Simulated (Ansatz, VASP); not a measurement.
Two plane-wave programs on ZnSe

```
CELL_PARAMETERS angstrom
0.00000 2.81680 2.81680
2.81680 0.00000 2.81680
2.81680 2.81680 0.00000
ATOMIC_POSITIONS crystal
Zn 0.00000 0.00000 0.00000
Se 0.25000 0.25000 0.25000
```

Alike in both runs: functional PBEsol; k mesh 8 × 8 × 8; occupations gaussian, width 0.02 eV; no spin polarisation.

Ansatz relaxed the structure, and its values are those at the end. VASP's run is a single point on that final structure, the one shown.

```csv
,VASP,Ansatz
version,VASP 6.6.1,Ansatz 0.2.0
potentials or method,"VASP PAW PBE potentials, release 64 (Zn, Se), cutoff 500 eV","scalar-relativistic, plane waves, PAW"
valence electrons in the cell,18,28
```

|  | VASP | Ansatz | Ansatz less VASP |
| --- | --- | --- | --- |
| gap on the k mesh at the Fermi level (eV) | 1.24 | 1.23 | -0.008 |
| least direct gap on the mesh (eV) | 1.24 | 1.23 | -0.008 |
| pressure (GPa) | 0.3 | 0.0 | -0.26 |

VASP's potentials were made for PBE, not for PBEsol, and Ansatz warns of the same on its side. VASP's potentials hold 18 valence electrons a cell and Ansatz's 28, so a difference there can come from the potentials and not from the codes.
